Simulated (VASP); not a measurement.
Write the native input for VASP 6.6.1 that does the following.

```yaml
Task: single point
Functional: PBE
Potentials_or_basis: VASP PAW PBE potentials, release 64 (Ru_pv)
Cutoff: 520 eV
k_mesh: 15 × 15 × 15
Occupations: fermi-dirac, width 0.1 eV
Spin: no spin polarisation
Dipole_correction: no
Further_INCAR_settings: ALGO = Normal; EDIFF = 1e-06; NBANDS = 13
```

The structure of Ru lies in POSCAR:

```
Ru
1.0
    2.2305199070      0.0000000000      0.0000000000
    0.0000000000      2.2305199070      0.0000000000
    0.0000000000      0.0000000000      2.2305199070
Ru
1
Direct
    0.0000000000      0.0000000000      0.0000000000
```

This cell differs from its parent crystal: volume scaled by 0.7.

The input as run:

INCAR

```
SYSTEM = Ru
  PREC = Accurate
  ENCUT = 520
  EDIFF = 1E-6
  ISMEAR = -1
  SIGMA = 0.1
  LREAL = .FALSE.
  LASPH = .TRUE.
  NELM = 100
  ALGO = Normal
  ISIF = 2
  LWAVE = .FALSE.
  LCHARG = .FALSE.
  GGA = PE
  NBANDS = 13
```

KPOINTS

```
regular mesh
0
G
  15 15 15
  0 0 0
```

Potentials or basis: VASP PAW PBE potentials, release 64 (Ru_pv).

Launch:

```console
$ cat potpaw_PBE.64/Ru_pv/POTCAR > POTCAR
$ mpirun -np 1 vasp_std > vasp.out
```

It gave:

The pressure is 181.8 GPa. The band gap on the k mesh is zero (band 7 reaches 23.33 eV, above the bottom of band 8 at 15.65 eV).

Run time: 30 s on 1 thread of Intel Xeon 6975P-C (shared host), peak memory 0.13 GiB.
